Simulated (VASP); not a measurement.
# SiO2 (I-42d) in VASP: a series of runs

SiO2 is run at these levels: r2SCAN; tasks: single point, relaxation of shape and atoms at fixed volume.

Program: VASP 6.6.1. These are calculated values, not measurements. Logs are shortened: lines on timing, memory, paths and dates and some standing lists are left out, and cuts for length are marked.

## 1. The cell of the first run

Symmetry: I-42d, No. 122, tetragonal system. Conventional cell: a = 4.876 Å, b = 4.876 Å, c = 7.300 Å, α = 90.00°, β = 90.00°, γ = 90.00°. Si (site symmetry -4) has 4 O at 1.61 Å within 2.1 Å. O (site symmetry 2) has 2 Si at 1.61 Å within 2.1 Å.

## 2. Single point, r2SCAN (14.46 Å³/atom)

The input, POSCAR:

```
SiO2
1.0
   -2.4379841927      2.4379841927      3.6499987014
    2.4379841927     -2.4379841927      3.6499987014
    2.4379841927      2.4379841927     -3.6499987014
Si O
2 4
Direct
    0.0000000000      0.0000000000      0.0000000000
    0.7500000000      0.2500000000      0.5000000000
    0.9836993005      0.6250000000      0.8586993005
    0.3750000000      0.2336993005      0.3586993005
    0.7663006995      0.1250000000      0.1413006995
    0.8750000000      0.0163006995      0.6413006995
```

The input, INCAR.step1:

```
  PREC = Accurate
  ENCUT = 520
  ISMEAR = 0
  SIGMA = 0.02
  LREAL = F
  LASPH = T
  NELM = 60
  NBANDS = 25
  GGA = PE
  ALGO = Normal
  EDIFF = 1E-4
  LWAVE = T
  LCHARG = F
```

The input, INCAR.step2:

```
  PREC = Accurate
  ENCUT = 520
  EDIFF = 1E-7
  ISMEAR = 0
  SIGMA = 0.02
  LREAL = F
  LASPH = T
  NELM = 60
  ALGO = Normal
  ISIF = 2
  LWAVE = F
  LCHARG = F
  METAGGA = R2SCAN
  LMIXTAU = T
  NBANDS = 25
  ISTART = 1
```

The input, KPOINTS:

```
regular mesh
0
Gamma
  8 8 8
```

Potentials or basis: VASP PAW PBE potentials, release 64 (Si, O).

Launch:

```console
$ cat potpaw_PBE.64/Si/POTCAR potpaw_PBE.64/O/POTCAR > POTCAR
$ cp INCAR.step1 INCAR
$ mpirun -np 1 vasp_std > vasp.out
$ cp INCAR.step2 INCAR
$ mpirun -np 1 vasp_std > vasp.out
```

OUTCAR:

```text
PREC = Accurate
   ENCUT = 520
   EDIFF = 1E-7
   ISMEAR = 0
   LREAL = F
   LASPH = T
   NELM = 60
   ISIF = 2
   METAGGA = R2SCAN
   ISTART = 1

 ion  position               nearest neighbor table
   1  0.000  0.000  0.000-   3 1.61   4 1.61   5 1.61   6 1.61   2 3.05   2 3.05   2 3.05   2 3.05

   2  0.750  0.250  0.500-   3 1.61   4 1.61   5 1.61   6 1.61   1 3.05   1 3.05   1 3.05   1 3.05

   3  0.984  0.625  0.859-   1 1.61   2 1.61
   4  0.375  0.234  0.359-   1 1.61   2 1.61
   5  0.766  0.125  0.141-   1 1.61   2 1.61
   6  0.875  0.016  0.641-   1 1.61   2 1.61

  LATTYP: Found a body centered tetragonal cell.
 ALAT       =     4.8759683854
 C/A-ratio  =     1.4971379685

  Lattice vectors:

 A1 = (  -2.4379841927,   2.4379841927,   3.6499987014)
 A2 = (   2.4379841927,  -2.4379841927,   3.6499987014)
 A3 = (   2.4379841927,   2.4379841927,  -3.6499987014)

Analysis of symmetry for initial positions (statically):
=====================================================================
 Subroutine PRICEL returns:
 Original cell was already a primitive cell.

 Routine SETGRP: Setting up the symmetry group for a
 body centered tetragonal supercell.

 Subroutine GETGRP returns: Found  8 space group operations
 (whereof  4 operations were pure point group operations)
 out of a pool of 16 trial point group operations.

The static configuration has the point symmetry S_4 .
 The point group associated with its full space group is D_2d.

Analysis of symmetry for dynamics (positions and initial velocities):
=====================================================================
 Subroutine PRICEL returns:
 Original cell was already a primitive cell.

 Routine SETGRP: Setting up the symmetry group for a
 body centered tetragonal supercell.

 Subroutine GETGRP returns: Found  8 space group operations
 (whereof  4 operations were pure point group operations)
 out of a pool of 16 trial point group operations.

The dynamic configuration has the point symmetry S_4 .
 The point group associated with its full space group is D_2d.

 Subroutine INISYM returns: Found  8 space group operations
 (whereof  4 operations are pure point group operations),
 and found     1 'primitive' translations

----------------------------------------------------------------------------------------

                                     Primitive cell

[... 99 lines left out ...]
   LREAL  =      F    real-space projection
   EDIFFG = 0.1E-05   stopping-criterion for IOM
   NSW    =      0    number of steps for IOM
   IBRION =     -1    ionic relax: 0-MD 1-quasi-New 2-CG
   NFREE  =      0    steps in history (QN), initial steepest desc. (CG)
   ISIF   =      2    stress and relaxation
   ISYM   =      2    0-nonsym 1-usesym 2-fastsym
   POTIM  = 0.5000    time-step for ionic-motion
   TEBEG  =    0.0;   TEEND  =   0.0 temperature during run
   PSTRESS=    0.0 pullay stress
   NELECT =      32.0000    total number of electrons
   NUPDOWN=      -1.0000    fix difference up-down
   EMIN   =  10.00;   EMAX   =-10.00  energy-range for DOS
   EFERMI =   0.00;   METHOD = LEGACY
   ISMEAR =     0;   SIGMA  =   0.02  broadening in eV -4-tet -1-fermi 0-gaus
   EFERMI_NEDOS =   21; number of points for ismear=-14 and -15
   IALGO  =     38    algorithm
   IMIX   =      4    mixing-type and parameters
     AMIX     =   0.40;   BMIX     =  1.00
     AMIX_MAG =   1.60;   BMIX_MAG =  1.00
  volume/ion in A,a.u.               =      14.46        97.60
  Fermi-wavevector in a.u.,A,eV,Ry     =   1.173960  2.218463 18.751308  1.378182
  Thomas-Fermi vector in A             =   2.310365
   LORBIT       =      0    0 simple, 1 ext, 2 COOP (PROOUT), +10 PAW based schemes
   METAGGA = R2SCAN    functional components
   LHFCALC =     F    Hartree Fock is set to
   AEXX    =    0.0000 exact exchange contribution
   IVDW    =     0    specifies the selected vdW correction
   LEPSILON=     F    determine dielectric tensor
   LRPA    =     F    only Hartree local field effects (RPA)
 non-spin polarized calculation
 Gauss-broadening in eV      SIGMA  =   0.02
  energy-cutoff  :      520.00
  volume of cell :       86.78
 maximum number of plane-waves:      2356
 NGX is ok and might be reduce to    40
   NGX = 19   NGY = 19   NGZ = 19

 number of electron      32.0000004 magnetization

 Free energy of the ion-electron system (eV)
  ---------------------------------------------------
  ext. energy  EPLUGINS =         0.00000000
  ---------------------------------------------------
  free energy    TOTEN  =       -59.57599497 eV

  energy without entropy =      -59.57599497  energy(sigma->0) =      -59.57599497

 E-fermi :  -0.5368     XC(G=0):  -8.7963

 val. band max:       -0.7230404424   @ k =   0.0000   0.0000   0.0000
 cond. band min:       5.9511699274   @ k =   0.0000   0.0000   0.0000
 fundamental gap:      6.6742103698
 Fermi energy:        -0.5368232125

 k-point     1 :       0.0000    0.0000    0.0000
  band No.  band energies     occupation
      1     -20.9027      2.00000
      2     -18.8269      2.00000
      3     -18.8269      2.00000
      4     -18.7634      2.00000
      5      -9.8425      2.00000
      6      -6.2461      2.00000
[... 661 lines left out ...]
     24      13.5716      0.00000
     25      14.0776      0.00000

 [... further k-points ...]

------------------------ aborting loop because EDIFF is reached ----------------------------------------

  FORCE on cell =-STRESS in cart. coord.  units (eV):
  Direction    XX          YY          ZZ          XY          YZ          ZX
  --------------------------------------------------------------------------------------
  -------------------------------------------------------------------------------------
  Total        0.5195265      0.5195265      0.5166564      0.0000000      0.0000000      0.0000000
  in kB        9.5918818      9.5918818      9.5388916      0.0000000      0.0000000      0.0000000
  external PRESSURE =       9.5742184 kB  Pullay stress =       0.0000000 kB

 VOLUME and BASIS-vectors are now :
 -----------------------------------------------------------------------------
  energy-cutoff  :      520.00
  volume of cell :       86.78
      direct lattice vectors                 reciprocal lattice vectors
    -2.437984193  2.437984193  3.649998701     0.000000000  0.205087466  0.136986350
     2.437984193 -2.437984193  3.649998701     0.205087466  0.000000000  0.136986350
     2.437984193  2.437984193 -3.649998701     0.205087466  0.205087466  0.000000000

 POSITION                                       TOTAL-FORCE (eV/Angst)
 -----------------------------------------------------------------------------------
      0.00000      0.00000      0.00000        -0.000000      0.000000     -0.000000
      0.00000      2.43798      1.82500        -0.000000      0.000000      0.000000
      1.21899      2.96800      2.73750        -0.000000      0.005960     -0.000000
      0.53001      1.21899      0.91250         0.005960      0.000000     -0.000000
     -1.21899      1.90797      2.73750        -0.000000     -0.005960      0.000000
     -0.53001      3.65698      0.91250        -0.005960      0.000000      0.000000
 -----------------------------------------------------------------------------------
    total drift:                                0.000009      0.000009     -0.000002

  FREE ENERGIE OF THE ION-ELECTRON SYSTEM (eV)
  ---------------------------------------------------
  free  energy   TOTEN  =       -59.5759949702 eV

  energy  without entropy=      -59.5759949702  energy(sigma->0) =      -59.57599497
```

OUTCAR.step1:

```text
PREC = Accurate
   ENCUT = 520
   ISMEAR = 0
   LREAL = F
[... 914 lines left out ...]
      1.21899      2.96800      2.73750         0.000000      0.294672     -0.000000
      0.53001      1.21899      0.91250         0.294672      0.000000     -0.000000
     -1.21899      1.90797      2.73750         0.000000     -0.294672      0.000000
     -0.53001      3.65698      0.91250        -0.294672      0.000000      0.000000
 -----------------------------------------------------------------------------------
    total drift:                                0.000001      0.000001      0.000001

  FREE ENERGIE OF THE ION-ELECTRON SYSTEM (eV)
  ---------------------------------------------------
  free  energy   TOTEN  =       -47.4195111455 eV

  energy  without entropy=      -47.4195111455  energy(sigma->0) =      -47.41951115
```

Wall time 14 min (1 thread of Intel Xeon 8259CL, shared host); peak memory 0.3 GiB.

What came out:

* Free energy: -59.5760 eV
* Pressure: 1.0 GPa
* Largest force: 0.006 eV/Å
* Band gap on the k mesh: 6.67 eV

Forces in eV/Å, atoms in the order of the input:
```
Si   0.000  0.000  0.000
Si   0.000  0.000  0.000
O    0.000  0.006  0.000
O    0.006  0.000  0.000
O    0.000 -0.006  0.000
O   -0.006  0.000  0.000
```

Levels at points of the mesh, in eV from the valence-band top:
```csv
k point,band 13,band 14,band 15,band 16,band 17,band 18,band 19,band 20
"(0.00, 0.00, 0.00)",-1.47,-0.82,0.00,0.00,6.67,9.69,12.11,12.16
"(0.50, 0.00, 0.00)",-1.42,-0.75,-0.40,-0.17,9.22,9.80,10.70,11.24
"(0.50, 0.50, 0.00)",-0.90,-0.90,-0.29,-0.29,10.09,10.09,11.27,11.27
"(0.50, 0.50, 0.50)",-1.51,-1.51,-0.25,-0.25,9.77,9.77,10.96,10.96
```

Caveat: the PAW data sets were made with another functional, which shifts forces and pressure a little. A k mesh can miss the band edges.

(Continued in part 2 of 2.)
